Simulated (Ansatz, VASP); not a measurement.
**Two plane-wave programs on Pb**

File POSCAR:

```
Pb
1.0
    0.0000000000      2.4750200000      2.4750200000
    2.4750200000      0.0000000000      2.4750200000
    2.4750200000      2.4750200000      0.0000000000
Pb
1
Direct
    0.0000000000      0.0000000000      0.0000000000
```

Contents of INCAR.step1:

```
PREC = Accurate
ENCUT = 600
ISMEAR = 0
SIGMA = 0.1
LREAL = F
LASPH = T
NELM = 100
GGA = PE
ALGO = Normal
EDIFF = 1E-4
LWAVE = T
LCHARG = F
```

The input INCAR.step2:

```
PREC = Accurate
ENCUT = 600
EDIFF = 1E-6
ISMEAR = 0
SIGMA = 0.1
LREAL = F
LASPH = T
NELM = 100
ALGO = Normal
ISIF = 3
LWAVE = F
LCHARG = F
METAGGA = R2SCAN
LMIXTAU = T
IBRION = 2
NSW = 90
EDIFFG = -0.02
ISTART = 1
```

KPOINTS

```
Automatic mesh
0
Gamma
  12 12 12
```

Input for Ansatz:

```yaml
crystal:
  lattice:
    - [0.0, 2.47502, 2.47502]
    - [2.47502, 0.0, 2.47502]
    - [2.47502, 2.47502, 0.0]
  atoms:
    - { symbol: Pb, position: [0.0, 0.0, 0.0] }
basis:
  ecutwfc: 500
kpoints:
  mp_grid: { grid: [12, 12, 12] }
hamiltonian:
  xc: r2scan
scf:
  occupations: { method: gaussian, width: 0.1 }
output:
  forces: true
  stress: true
  eigenvalues: true
relax:
  adjacent_minimum: "off"
  f_tol: 0.02
  max_steps: 70
  cell: { stress_tol: 0.1 }
```

Alike in both runs: task relaxation of cell and atoms; functional r2SCAN; k mesh 12 × 12 × 12; occupations gaussian, width 0.1 eV; no spin polarisation.

|  | VASP | Ansatz |
| --- | --- | --- |
| version | VASP 6.6.1 | Ansatz 0.2.0 |
| potentials or method | VASP PAW PBE potentials, release 64 (Pb_d), cutoff 600 eV | scalar-relativistic, plane waves, PAW |
| valence electrons in the cell | 14 | 14 |

```csv
,VASP,Ansatz,Ansatz less VASP
"gap on the k mesh at the Fermi level, each at its own relaxed structure (eV)",none,none,-
relaxed volume (Å³/atom),31.36,31.37,+0.006
relaxed cell length with the largest relative difference (Å),3.540,3.540,+0.0002
```

VASP's potentials were made for PBE, not for r2SCAN. A gap of «none» marks a metal or a gap that the smearing closes.

Neither program's run includes spin-orbit coupling.
